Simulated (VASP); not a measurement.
# LiTiH3 (Ima2) in VASP: single point with PBE

Aim: the single point of LiTiH3 with PBE.

Program: VASP 6.6.1. These are calculated values, not measurements. Logs are shortened: lines on timing, memory, paths and dates and some standing lists are left out, and cuts for length are marked.

### Step 1. The cell of the first run

It takes space group Ima2 (No. 46, orthorhombic). Conventional cell: a = 7.753 Å, b = 4.526 Å, c = 4.752 Å, α = 90.00°, β = 90.00°, γ = 90.00°. Within 2.5 Å of Li (site symmetry m) lie 6 H at 1.90 to 2.27 Å. Ti (site symmetry 2) has 6 H at 1.82 to 2.00 Å within 2.4 Å. H (site symmetry m) has 2 Li at 1.90 to 2.27 Å and 2 Ti at 2.00 Å and 4 H at 2.26 to 2.36 Å within 2.5 Å. Within 2.4 Å of H (site symmetry 1) lie 2 Ti at 1.82 Å and 2 Li at 1.94 to 1.95 Å and 5 H at 2.26 to 2.38 Å.

### Step 2. Single point, PBE

INCAR reads:

```
SYSTEM = LiTiH3
PREC = Accurate ; ENCUT = 520
EDIFF = 1E-6 ; ISMEAR = 0
SIGMA = 0.1 ; LREAL = .FALSE.
LASPH = .TRUE. ; NELM = 100
ALGO = Normal ; ISIF = 2
LWAVE = .FALSE. ; LCHARG = .FALSE.
GGA = PE ; NBANDS = 29
```

KPOINTS reads:

```
Automatic mesh
0
G
  6 6 6
  0 0 0
```

POSCAR reads:

```
LiTiH3
1.0
   -3.8767449211      2.2629912310      2.3761499349
    3.8767449211     -2.2629912310      2.3761499349
    3.8767449211      2.2629912310     -2.3761499349
Li Ti H
2 2 6
Direct
    0.5370196865      0.2631669870      0.7738526995
    0.4893142875      0.7631669870      0.2261473005
    0.9998788833      0.4998788833      0.5000000000
    0.9998788833      0.9998788833      0.0000000000
    0.0797289205      0.2247292859      0.3549996346
    0.4984787145      0.8579497477      0.8444748325
    0.0134749152      0.3579497477      0.8594710332
    0.8697296512      0.7247292859      0.6450003654
    0.4984787145      0.1540038820      0.1405289668
    0.0134749152      0.6540038820      0.1555251675
```

Potentials or basis: VASP PAW PBE potentials, release 64 (Li_sv, Ti_sv, H).

The run is started by

```
cat potpaw_PBE.64/Li_sv/POTCAR potpaw_PBE.64/Ti_sv/POTCAR potpaw_PBE.64/H/POTCAR > POTCAR
mpirun -np 1 vasp_std > vasp.out
```

OUTCAR:

```text
SYSTEM = LiTiH3
   PREC = Accurate
   ENCUT = 520
   EDIFF = 1E-6
   ISMEAR = 0
   LREAL = .FALSE.
   LASPH = .TRUE.
   NELM = 100
   ISIF = 2
   GGA = PE

 ion  position               nearest neighbor table
   1  0.537  0.263  0.774-
   2  0.489  0.763  0.226-
   3  1.000  0.500  0.500-  10 1.82   6 1.82   9 1.82   7 1.82
   4  1.000  1.000  0.000-   7 1.82   9 1.82   6 1.82  10 1.82
   5  0.080  0.225  0.355-
   6  0.498  0.858  0.844-   3 1.82   4 1.82
   7  0.013  0.358  0.859-   4 1.82   3 1.82
   8  0.870  0.725  0.645-
   9  0.498  0.154  0.141-   4 1.82   3 1.82
  10  0.013  0.654  0.156-   3 1.82   4 1.82

  LATTYP: Found a body centered orthorhombic cell.
 ALAT       =     4.5259824620
 B/A-ratio  =     1.0500040399
 C/A-ratio  =     1.7131064708

  Lattice vectors:

 A1 = (  -3.8767449211,   2.2629912310,   2.3761499349)
 A2 = (  -3.8767449211,  -2.2629912310,  -2.3761499349)
 A3 = (   3.8767449211,  -2.2629912310,   2.3761499349)

Analysis of symmetry for initial positions (statically):
=====================================================================
 Subroutine PRICEL returns:
 Original cell was already a primitive cell.

 Routine SETGRP: Setting up the symmetry group for a
 body centered orthorhombic supercell.

 Subroutine GETGRP returns: Found  4 space group operations
 (whereof  2 operations were pure point group operations)
 out of a pool of  8 trial point group operations.

The static configuration has the point symmetry C_2 .
 The point group associated with its full space group is C_2v.

Analysis of symmetry for dynamics (positions and initial velocities):
=====================================================================
 Subroutine PRICEL returns:
 Original cell was already a primitive cell.

 Routine SETGRP: Setting up the symmetry group for a
 body centered orthorhombic supercell.

 Subroutine GETGRP returns: Found  4 space group operations
 (whereof  2 operations were pure point group operations)
 out of a pool of  8 trial point group operations.

The dynamic configuration has the point symmetry C_2 .
 The point group associated with its full space group is C_2v.

 Subroutine INISYM returns: Found  4 space group operations
 (whereof  2 operations are pure point group operations),
[... 117 lines left out ...]
   NFREE  =      0    steps in history (QN), initial steepest desc. (CG)
   ISIF   =      2    stress and relaxation
   ISYM   =      2    0-nonsym 1-usesym 2-fastsym
   POTIM  = 0.5000    time-step for ionic-motion
   TEBEG  =    0.0;   TEEND  =   0.0 temperature during run
   PSTRESS=    0.0 pullay stress
   NELECT =      36.0000    total number of electrons
   NUPDOWN=      -1.0000    fix difference up-down
   EMIN   =  10.00;   EMAX   =-10.00  energy-range for DOS
   EFERMI =   0.00;   METHOD = LEGACY
   ISMEAR =     0;   SIGMA  =   0.10  broadening in eV -4-tet -1-fermi 0-gaus
   EFERMI_NEDOS =   21; number of points for ismear=-14 and -15
   IALGO  =     38    algorithm
   IMIX   =      4    mixing-type and parameters
     AMIX     =   0.40;   BMIX     =  1.00
     AMIX_MAG =   1.60;   BMIX_MAG =  1.00
  volume/ion in A,a.u.               =       8.34        56.27
  Fermi-wavevector in a.u.,A,eV,Ry     =   1.237317  2.338190 20.829889  1.530954
  Thomas-Fermi vector in A             =   2.371889
   LORBIT       =      0    0 simple, 1 ext, 2 COOP (PROOUT), +10 PAW based schemes
   GGA     = PE    functional components
   LHFCALC =     F    Hartree Fock is set to
   AEXX    =    0.0000 exact exchange contribution
   IVDW    =     0    specifies the selected vdW correction
   LEPSILON=     F    determine dielectric tensor
   LRPA    =     F    only Hartree local field effects (RPA)
 non-spin polarized calculation
 Gauss-broadening in eV      SIGMA  =   0.10
  energy-cutoff  :      520.00
  volume of cell :       83.38
 maximum number of plane-waves:      2287
 NGX is ok and might be reduce to    40
   NGX = 19   NGY = 19   NGZ = 19

 number of electron      36.0000003 magnetization

 Free energy of the ion-electron system (eV)
  ---------------------------------------------------
  ext. energy  EPLUGINS =         0.00000000
  ---------------------------------------------------
  free energy    TOTEN  =       -41.76370803 eV

  energy without entropy =      -41.73946979  energy(sigma->0) =      -41.75158891

 E-fermi :   4.1811     XC(G=0):  -9.8706

 val. band max:        4.1633503655   @ k =   0.1667   0.1667   0.1667
 cond. band min:       4.2060482157   @ k =  -0.1667  -0.1667   0.1667
 fundamental gap:      0.0426978503
 Fermi energy:         4.1811112160

 k-point     1 :       0.0000    0.0000    0.0000
  band No.  band energies     occupation
      1     -52.9363      2.00000
      2     -52.9142      2.00000
      3     -41.4277      2.00000
      4     -41.4197      2.00000
      5     -29.2721      2.00000
      6     -29.2621      2.00000
[... 757 lines left out ...]
     28       9.6182      0.00000
     29      11.4818      0.00000

 [... further k-points ...]

------------------------ aborting loop because EDIFF is reached ----------------------------------------

  FORCE on cell =-STRESS in cart. coord.  units (eV):
  Direction    XX          YY          ZZ          XY          YZ          ZX
  --------------------------------------------------------------------------------------
  -------------------------------------------------------------------------------------
  Total        0.0439098     -0.1657054     -0.1771629      0.0000000      0.0000000      0.0000000
  in kB        0.8437004     -3.1839290     -3.4040768      0.0000000      0.0000000      0.0000000
  external PRESSURE =      -1.9147685 kB  Pullay stress =       0.0000000 kB

 VOLUME and BASIS-vectors are now :
 -----------------------------------------------------------------------------
  energy-cutoff  :      520.00
  volume of cell :       83.38
      direct lattice vectors                 reciprocal lattice vectors
    -3.876744921  2.262991231  2.376149935     0.000000000  0.220946504  0.210424432
     3.876744921 -2.262991231  2.376149935     0.128974181  0.000000000  0.210424432
     3.876744921  2.262991231 -2.376149935     0.128974181  0.220946504  0.000000000

 POSITION                                       TOTAL-FORCE (eV/Angst)
 -----------------------------------------------------------------------------------
      1.93837      2.37095      0.06257         0.000000      0.006560      0.006621
      1.93837     -0.10796      2.43872         0.000000     -0.006560      0.006621
      0.00000      2.26299      2.37557         0.000000     -0.000000      0.001673
      0.00000      0.00000      4.75172         0.000000     -0.000000      0.001673
      1.93837      0.47523     -0.12009         0.000000      0.005414     -0.011475
      4.66739      1.09756      1.21648         0.003994      0.000363      0.001591
      4.66739      1.16543     -1.15967         0.003994     -0.000363      0.001591
      1.93837      1.78776      2.25606        -0.000000     -0.005414     -0.011475
     -0.79065      1.09756      1.21648        -0.003994      0.000363      0.001591
      3.08610     -1.09756      1.21648        -0.003994     -0.000363      0.001591
 -----------------------------------------------------------------------------------
    total drift:                               -0.000000      0.000000      0.000016

  FREE ENERGIE OF THE ION-ELECTRON SYSTEM (eV)
  ---------------------------------------------------
  free  energy   TOTEN  =       -41.7637080339 eV

  energy  without entropy=      -41.7394697949  energy(sigma->0) =      -41.75158891
```

OSZICAR:

```text
N       E                     dE             d eps       ncg     rms          rms(c)
DAV:   1     0.359695287251E+03    0.35970E+03   -0.17103E+04  2668   0.137E+03
DAV:   2    -0.586874009341E+01   -0.36556E+03   -0.35472E+03  2683   0.418E+02
DAV:   3    -0.446711854374E+02   -0.38802E+02   -0.38377E+02  4322   0.118E+02
DAV:   4    -0.488006934573E+02   -0.41295E+01   -0.40965E+01  4152   0.336E+01
DAV:   5    -0.490887546536E+02   -0.28806E+00   -0.28798E+00  3857   0.738E+00    0.184E+01
DAV:   6    -0.419728480421E+02    0.71159E+01   -0.24216E+01  3448   0.393E+01    0.428E+00
DAV:   7    -0.418251063039E+02    0.14774E+00   -0.25847E+00  3468   0.107E+01    0.284E+00
DAV:   8    -0.417575246878E+02    0.67582E-01   -0.33008E-01  3708   0.286E+00    0.893E-01
DAV:   9    -0.417627980067E+02   -0.52733E-02   -0.52194E-02  3959   0.173E+00    0.364E-01
DAV:  10    -0.417634355527E+02   -0.63755E-03   -0.36223E-03  3617   0.461E-01    0.153E-01
DAV:  11    -0.417637071856E+02   -0.27163E-03   -0.71862E-04  3843   0.185E-01    0.178E-02
DAV:  12    -0.417637098693E+02   -0.26837E-05   -0.75895E-05  3998   0.459E-02    0.113E-02
DAV:  13    -0.417637085124E+02    0.13569E-05   -0.52201E-06  3203   0.202E-02    0.276E-03
DAV:  14    -0.417637080339E+02    0.47850E-06   -0.59096E-07  2025   0.751E-03
   1 F= -.41763708E+02 E0= -.41751589E+02  d E =-.242382E-01
```

Wall time 1.8 min (1 thread of Intel Xeon Platinum 8124M at 3.00GHz (Skylake/Cascade Lake), shared host); peak memory 0.29 GiB.

Results:

```yaml
Free_energy: -41.7637 eV
Largest_force: 0.013 eV/Å
Band_gap_on_the_k_mesh: zero (bands 18 and 19 overlap by 1.04 eV)
```

Forces in eV/Å, atoms in the order of the input:
```
Li   0.000  0.007  0.007
Li   0.000 -0.007  0.007
Ti   0.000  0.000  0.002
Ti   0.000  0.000  0.002
H    0.000  0.005 -0.011
H    0.004  0.000  0.002
H    0.004  0.000  0.002
H    0.000 -0.005 -0.011
H   -0.004  0.000  0.002
H   -0.004  0.000  0.002
```

Caveat: the cutoff is under 1.25 times the usual one of these potentials, so pressure, stress and relaxed cells hold a basis-set (Pulay) error.

The gap in the log of VASP goes by the Fermi energy; the results here count the filled bands.